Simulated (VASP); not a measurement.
# Mn3Si (Fm-3m) in VASP: notebook, part 2 of 3

VASP 6.6.1.

### 3 Single point, LDA (14.64 Å³/atom)

This run uses another cell than the first one, of 14.64 Å³/atom.

INCAR reads:

```
PREC = Accurate
ENCUT = 520
EDIFF = 1E-6
ISMEAR = -1
SIGMA = 0.05
LREAL = F
LASPH = T
NELM = 60
ALGO = Normal
ISIF = 2
LWAVE = F
LCHARG = F
NBANDS = 30
```

KPOINTS reads:

```
regular mesh
0
Gamma
  10 10 10
```

POSCAR reads:

```
Mn3Si
1.0
    0.0000000000      3.0819188241      3.0819188241
    3.0819188241      0.0000000000      3.0819188241
    3.0819188241      3.0819188241      0.0000000000
Mn Si
3 1
Direct
    0.5000000000      0.5000000000      0.5000000000
    0.2500000000      0.2500000000      0.2500000000
    0.7500000000      0.7500000000      0.7500000000
    0.0000000000      0.0000000000      0.0000000000
```

Potentials or basis: VASP PAW LDA potentials, release 64 (Mn_pv, Si).

The run is started by

```
$ cat potpaw_LDA.64/Mn_pv/POTCAR potpaw_LDA.64/Si/POTCAR > POTCAR
$ mpirun -np 1 vasp_std > vasp.out
```

OUTCAR:

```text
PREC = Accurate
   ENCUT = 520
   EDIFF = 1E-6
   ISMEAR = -1
   LREAL = F
   LASPH = T
   NELM = 60
   ISIF = 2

 ion  position               nearest neighbor table
   1  0.500  0.500  0.500-   2 2.67   2 2.67   2 2.67   3 2.67   3 2.67   3 2.67   3 2.67   2 2.67
                             4 3.08   4 3.08   4 3.08   4 3.08   4 3.08   4 3.08
   2  0.250  0.250  0.250-   4 2.67   4 2.67   4 2.67   1 2.67   1 2.67   1 2.67   4 2.67   1 2.67
                             3 3.08   3 3.08   3 3.08   3 3.08   3 3.08   3 3.08
   3  0.750  0.750  0.750-   1 2.67   1 2.67   1 2.67   4 2.67   4 2.67   4 2.67   4 2.67   1 2.67
                             2 3.08   2 3.08   2 3.08   2 3.08   2 3.08   2 3.08
   4  0.000  0.000  0.000-   3 2.67   3 2.67   3 2.67   2 2.67   2 2.67   2 2.67   3 2.67   2 2.67
                             1 3.08   1 3.08   1 3.08   1 3.08   1 3.08   1 3.08

  LATTYP: Found a face centered cubic cell.
 ALAT       =     6.1638376482

  Lattice vectors:

 A1 = (   0.0000000000,   3.0819188241,   3.0819188241)
 A2 = (   3.0819188241,   0.0000000000,   3.0819188241)
 A3 = (   3.0819188241,   3.0819188241,   0.0000000000)

Analysis of symmetry for initial positions (statically):
=====================================================================
 Subroutine PRICEL returns:
 Original cell was already a primitive cell.

 Routine SETGRP: Setting up the symmetry group for a
 face centered cubic supercell.

 Subroutine GETGRP returns: Found 48 space group operations
 (whereof 48 operations were pure point group operations)
 out of a pool of 48 trial point group operations.

The static configuration has the point symmetry O_h .

Analysis of symmetry for dynamics (positions and initial velocities):
=====================================================================
 Subroutine PRICEL returns:
 Original cell was already a primitive cell.

 Routine SETGRP: Setting up the symmetry group for a
 face centered cubic supercell.

 Subroutine GETGRP returns: Found 48 space group operations
[... 121 lines left out ...]
   EFERMI =   0.00;   METHOD = LEGACY
   ISMEAR =    -1;   SIGMA  =   0.05  broadening in eV -4-tet -1-fermi 0-gaus
   EFERMI_NEDOS =   21; number of points for ismear=-14 and -15
   IALGO  =     38    algorithm
   IMIX   =      4    mixing-type and parameters
     AMIX     =   0.40;   BMIX     =  1.00
     AMIX_MAG =   1.60;   BMIX_MAG =  1.00
  volume/ion in A,a.u.               =      14.64        98.77
  Fermi-wavevector in a.u.,A,eV,Ry     =   1.477066  2.791249 29.684141  2.181723
  Thomas-Fermi vector in A             =   2.591515
   LORBIT       =      0    0 simple, 1 ext, 2 COOP (PROOUT), +10 PAW based schemes
   GGA     = CA    functional components
   LHFCALC =     F    Hartree Fock is set to
   AEXX    =    0.0000 exact exchange contribution
   IVDW    =     0    specifies the selected vdW correction
   LEPSILON=     F    determine dielectric tensor
   LRPA    =     F    only Hartree local field effects (RPA)
 non-spin polarized calculation
  energy-cutoff  :      520.00
  volume of cell :       58.55
 maximum number of plane-waves:      1596
   NGX = 17   NGY = 17   NGZ = 17

 number of electron      43.0000046 magnetization

 Free energy of the ion-electron system (eV)
  ---------------------------------------------------
  ext. energy  EPLUGINS =         0.00000000
  ---------------------------------------------------
  free energy    TOTEN  =       -33.89515543 eV

  energy without entropy =      -33.81079855  energy(sigma->0) =      -33.85297699

 E-fermi :   7.3684     XC(G=0): -12.2247

 val. band max:        7.3647336324   @ k =   0.4000   0.2000   0.0000
 cond. band min:       7.3774709461   @ k =   0.3000   0.2000   0.0000
 fundamental gap:      0.0127373137
 Fermi energy:         7.3684243994

 k-point     1 :       0.0000    0.0000    0.0000
  band No.  band energies     occupation
      1     -40.3313      2.00000
      2     -40.3313      2.00000
      3     -40.3313      2.00000
      4     -40.0026      2.00000
      5     -40.0026      2.00000
      6     -40.0026      2.00000
[... 781 lines left out ...]
     29      10.8896      0.00000
     30      12.1294      0.00000

 [... further k-points ...]
[... 5 lines left out ...]
  --------------------------------------------------------------------------------------
  -------------------------------------------------------------------------------------
  Total      -17.6645052    -17.6645052    -17.6645052      0.0000000     -0.0000000     -0.0000000
  in kB     -483.4131691   -483.4131691   -483.4131691      0.0000000     -0.0000000     -0.0000000
  external PRESSURE =    -483.4131691 kB  Pullay stress =       0.0000000 kB

 VOLUME and BASIS-vectors are now :
 -----------------------------------------------------------------------------
  energy-cutoff  :      520.00
  volume of cell :       58.55
      direct lattice vectors                 reciprocal lattice vectors
     0.000000000  3.081918824  3.081918824    -0.162236590  0.162236590  0.162236590
     3.081918824  0.000000000  3.081918824     0.162236590 -0.162236590  0.162236590
     3.081918824  3.081918824  0.000000000     0.162236590  0.162236590 -0.162236590

 POSITION                                       TOTAL-FORCE (eV/Angst)
 -----------------------------------------------------------------------------------
      3.08192      3.08192      3.08192         0.000000     -0.000000      0.000000
      1.54096      1.54096      1.54096        -0.000000     -0.000000      0.000000
      4.62288      4.62288      4.62288         0.000000      0.000000     -0.000000
      0.00000      0.00000      0.00000         0.000000     -0.000000      0.000000
 -----------------------------------------------------------------------------------
    total drift:                               -0.000000     -0.000000      0.000000

  FREE ENERGIE OF THE ION-ELECTRON SYSTEM (eV)
  ---------------------------------------------------
  free  energy   TOTEN  =       -33.8951554308 eV

  energy  without entropy=      -33.8107985512  energy(sigma->0) =      -33.85297699
```

OSZICAR:

```text
N       E                     dE             d eps       ncg     rms          rms(c)
DAV:   1     0.482324547798E+03    0.48232E+03   -0.24346E+04  2828   0.172E+03
DAV:   2    -0.112382441467E+02   -0.49356E+03   -0.47820E+03  2820   0.506E+02
DAV:   3    -0.390259330119E+02   -0.27788E+02   -0.26524E+02  3110   0.133E+02
DAV:   4    -0.397128725232E+02   -0.68694E+00   -0.68334E+00  3168   0.207E+01
DAV:   5    -0.397286010842E+02   -0.15729E-01   -0.15725E-01  3200   0.336E+00    0.208E+01
DAV:   6    -0.434515452329E+02   -0.37229E+01   -0.12689E+02  3080   0.895E+01    0.416E+01
DAV:   7    -0.478057093755E+02   -0.43542E+01   -0.67852E+01  3150   0.756E+01    0.492E+01
DAV:   8    -0.339668244847E+02    0.13839E+02   -0.38636E+01  3066   0.409E+01    0.533E+00
DAV:   9    -0.339510341545E+02    0.15790E-01   -0.10914E+00  2904   0.644E+00    0.322E+00
DAV:  10    -0.339062327890E+02    0.44801E-01   -0.11917E-01  3184   0.267E+00    0.235E+00
DAV:  11    -0.338998702945E+02    0.63625E-02   -0.52425E-02  3056   0.206E+00    0.134E+00
DAV:  12    -0.338958064606E+02    0.40638E-02   -0.15166E-02  3218   0.101E+00    0.501E-01
DAV:  13    -0.338952211927E+02    0.58527E-03   -0.16262E-03  3120   0.330E-01    0.157E-01
DAV:  14    -0.338951617299E+02    0.59463E-04   -0.16198E-04  3310   0.911E-02    0.567E-02
DAV:  15    -0.338951594368E+02    0.22931E-05   -0.67599E-06  2696   0.200E-02    0.396E-02
DAV:  16    -0.338951555685E+02    0.38683E-05   -0.45546E-06  1866   0.161E-02    0.678E-03
DAV:  17    -0.338951554308E+02    0.13772E-06   -0.51171E-07  1520   0.467E-03
   1 F= -.33895155E+02 E0= -.33852977E+02  d E =-.843569E-01
```

It took 61 s on 1 thread of Intel Xeon Platinum 8488C (Sapphire Rapids), shared host; peak memory 0.19 GiB.

Results:

```
Free energy            : -33.8952 eV
Pressure               : -48.3 GPa
Band gap on the k mesh : zero (an odd number of electrons rules out a gap without spin polarisation)
```

Levels at points of the mesh, in eV from the Fermi level:
```csv
k point,band 18,band 19,band 20,band 21,band 22,band 23,band 24,band 25
"(0.00, 0.00, 0.00)",-1.52,0.26,0.26,0.26,0.33,0.33,0.64,0.64
"(0.50, 0.00, 0.00)",-1.25,-0.65,-0.59,-0.59,0.26,0.26,0.37,0.37
"(0.50, 0.50, 0.00)",-1.33,-0.77,-0.38,-0.38,-0.07,0.21,0.24,0.61
```

Caveat: the cell stands under tension; the run has no spin polarisation, though such a crystal can be magnetic.

### 4 Single point, LDA, collinear spin, ferromagnetic start (7.73 Å³/atom)

This run uses another cell than the first one, of 7.73 Å³/atom.

INCAR reads:

```
SYSTEM = Mn3Si
PREC     = Accurate       ! precision mode
ENCUT    = 520            ! plane-wave cutoff, eV
EDIFF    = 1E-6           ! SCF threshold, eV
ISMEAR   = -1             ! smearing method
SIGMA    = 0.05           ! smearing width, eV
LREAL    = .False.        ! projectors in reciprocal space
LASPH    = .True.         ! aspherical terms in the spheres
NELM     = 150            ! most SCF steps
ALGO     = Normal         ! electronic algorithm
ISIF     = 2              ! what is computed and relaxed
LWAVE    = .False.        ! write WAVECAR
LCHARG   = .False.        ! write CHGCAR
ISPIN    = 2              ! spin polarisation
MAGMOM   = 4 4 4 0        ! initial moments
LORBIT   = 11             ! projections on sites
LMAXMIX  = 4              ! l up to which the mixer works
NBANDS   = 34             ! bands
```

KPOINTS reads:

```
Automatic mesh
0
Gamma
  10 10 10
  0 0 0
```

POSCAR reads:

```
Mn3Si
1.0
    0.0000000000      2.4909547384      2.4909547384
    2.4909547384      0.0000000000      2.4909547384
    2.4909547384      2.4909547384      0.0000000000
Mn Si
3 1
Direct
    0.5000000000      0.5000000000      0.5000000000
    0.2500000000      0.2500000000      0.2500000000
    0.7500000000      0.7500000000      0.7500000000
    0.0000000000      0.0000000000      0.0000000000
```

The run is started by

```
$ cat potpaw_LDA.64/Mn_pv/POTCAR potpaw_LDA.64/Si/POTCAR > POTCAR
$ mpirun -np 1 vasp_std > vasp.out
```

Wall time 95 s (1 thread of Intel Xeon Platinum 8488C (Sapphire Rapids), shared host); peak memory 0.19 GiB.

It converged, with:

| Quantity | Value |
| --- | --- |
| Free energy | -33.7802 eV |
| Pressure | 157.4 GPa |
| Net moment | 0.00 μB per cell |
| Valence electrons inside the program's atomic spheres | Mn 12.82, 13.01 (each value once); Si 2.00 |

Levels at points of the mesh, in eV from the Fermi level:
Spin up:
| k point | band 18 | band 19 | band 20 | band 21 | band 22 | band 23 | band 24 | band 25 |
| --- | --- | --- | --- | --- | --- | --- | --- | --- |
| (0.00, 0.00, 0.00) | -3.36 | 0.48 | 0.48 | 0.48 | 0.72 | 0.72 | 1.74 | 1.74 |
| (0.50, 0.00, 0.00) | -2.91 | -1.69 | -1.69 | -1.24 | 0.60 | 0.60 | 0.91 | 0.91 |
| (0.50, 0.50, 0.00) | -3.32 | -2.50 | -0.46 | -0.46 | 0.33 | 0.47 | 0.56 | 1.30 |
Spin down:
```
           k point  band 18  band 19  band 20  band 21  band 22  band 23  band 24  band 25
(0.00, 0.00, 0.00)    -3.36     0.48     0.48     0.48     0.72     0.72     1.74     1.74
(0.50, 0.00, 0.00)    -2.91    -1.69    -1.69    -1.24     0.60     0.60     0.91     0.91
(0.50, 0.50, 0.00)    -3.32    -2.49    -0.46    -0.46     0.33     0.47     0.56     1.31
```

Caveat: the cell stands under pressure.

### 5 Single point, LDA, collinear spin, ferromagnetic start

This run uses another cell than the first one, of 7.73 Å³/atom.

INCAR reads:

```
SYSTEM = Mn3Si
PREC = Accurate
ENCUT = 520
EDIFF = 1E-7
ISMEAR = 1
SIGMA = 0.005
LREAL = .False.
LASPH = .True.
NELM = 150
ALGO = Normal
ISIF = 2
LWAVE = .False.
LCHARG = .False.
ISPIN = 2
MAGMOM = 4 4 4 0
LORBIT = 11
LMAXMIX = 4
NBANDS = 34
```

KPOINTS reads:

```
regular mesh
0
Gamma
  10 10 10
  0 0 0
```

POSCAR is that of step 4.

Potentials or basis: VASP PAW LDA potentials, release 64 (Mn_pv, Si).

The run is started by

```
$ cat potpaw_LDA.64/Mn_pv/POTCAR potpaw_LDA.64/Si/POTCAR > POTCAR
$ mpirun -np 1 vasp_std > vasp.out
```

OUTCAR:

```text
SYSTEM = Mn3Si
   PREC = Accurate
   ENCUT = 520
   EDIFF = 1E-7
   ISMEAR = 1
   LREAL = .False.
   LASPH = .True.
   NELM = 150
   ISIF = 2
   ISPIN = 2
   LORBIT = 11

 ion  position               nearest neighbor table
   1  0.500  0.500  0.500-   2 2.16   2 2.16   2 2.16   2 2.16   3 2.16   3 2.16   3 2.16   3 2.16
                             4 2.49   4 2.49   4 2.49   4 2.49   4 2.49   4 2.49
   2  0.250  0.250  0.250-   4 2.16   4 2.16   4 2.16   1 2.16   4 2.16   1 2.16   1 2.16   1 2.16
                             3 2.49   3 2.49   3 2.49   3 2.49   3 2.49   3 2.49
   3  0.750  0.750  0.750-   1 2.16   1 2.16   1 2.16   1 2.16   4 2.16   4 2.16   4 2.16   4 2.16
                             2 2.49   2 2.49   2 2.49   2 2.49   2 2.49   2 2.49
   4  0.000  0.000  0.000-   3 2.16   3 2.16   3 2.16   2 2.16   3 2.16   2 2.16   2 2.16   2 2.16
[... 1971 lines left out ...]
 -----------------------------------------------------------------------------------
      2.49095      2.49095      2.49095        -0.000000      0.000000      0.000000
      1.24548      1.24548      1.24548         0.000000     -0.000000      0.000000
      3.73643      3.73643      3.73643         0.000000     -0.000000     -0.000000
      0.00000      0.00000      0.00000        -0.000000      0.000000      0.000000
 -----------------------------------------------------------------------------------
    total drift:                                0.000000      0.000000      0.000000

  FREE ENERGIE OF THE ION-ELECTRON SYSTEM (eV)
  ---------------------------------------------------
  free  energy   TOTEN  =       -33.7656826321 eV

  energy  without entropy=      -33.7656824010  energy(sigma->0) =      -33.76568256

 total charge

# of ion       s       p       d       tot
------------------------------------------
    1        0.557   6.707   5.557  12.820
    2        0.509   6.688   5.811  13.008
    3        0.509   6.688   5.811  13.008
    4        0.799   1.206   0.000   2.005
--------------------------------------------------
tot          2.374  21.288  17.179  40.841

 magnetization (x)

# of ion       s       p       d       tot
------------------------------------------
    1       -0.000   0.001   0.062   0.063
    2        0.000   0.001   0.038   0.039
    3        0.000   0.001   0.038   0.039
    4        0.000  -0.000   0.000   0.000
--------------------------------------------------
tot          0.001   0.003   0.137   0.141
```

stdout:

```text
POSCAR found type information on POSCAR MnSi
 POSCAR found :  2 types and       4 ions
 scaLAPACK will be used
 LDA part: xc-table for (Slater(with rela. corr.)+CA(PZ))
 , standard interpolation
 POSCAR, INCAR and KPOINTS ok, starting setup
 FFT: planning ... GRIDC
 FFT: planning ... GRID_SOFT
 FFT: planning ... GRID
 WAVECAR not read
 entering main loop
```

It took 89 s on 1 thread of Intel Xeon Platinum 8488C (Sapphire Rapids), shared host; peak memory 0.19 GiB.

Results:

| Item | Value |
| --- | --- |
| Free energy | -33.7657 eV |
| Pressure | 157.3 GPa |
| Net moment | 0.14 μB per cell |
| Site moments | Mn +0.06, +0.04 (each value once); Si +0.00 μB |
| Valence electrons inside the program's atomic spheres | Mn 12.82, 13.01 (each value once); Si 2.00 |

Levels at points of the mesh, in eV from the Fermi level:
Spin up:
```
           k point  band 19  band 20  band 21  band 22  band 23  band 24
(0.00, 0.00, 0.00)     0.45     0.45     0.45     0.67     0.67     1.72
(0.50, 0.00, 0.00)    -1.71    -1.71    -1.26     0.55     0.55     0.89
(0.50, 0.50, 0.00)    -2.54    -0.48    -0.48     0.28     0.44     0.53
```
Spin down:
| k point | band 19 | band 20 | band 21 | band 22 | band 23 | band 24 |
| --- | --- | --- | --- | --- | --- | --- |
| (0.00, 0.00, 0.00) | 0.49 | 0.49 | 0.49 | 0.74 | 0.74 | 1.75 |
| (0.50, 0.00, 0.00) | -1.68 | -1.68 | -1.24 | 0.61 | 0.61 | 0.92 |
| (0.50, 0.50, 0.00) | -2.48 | -0.45 | -0.45 | 0.35 | 0.48 | 0.57 |

Caveat: the cell stands under pressure.

[end of part 2 of 3]
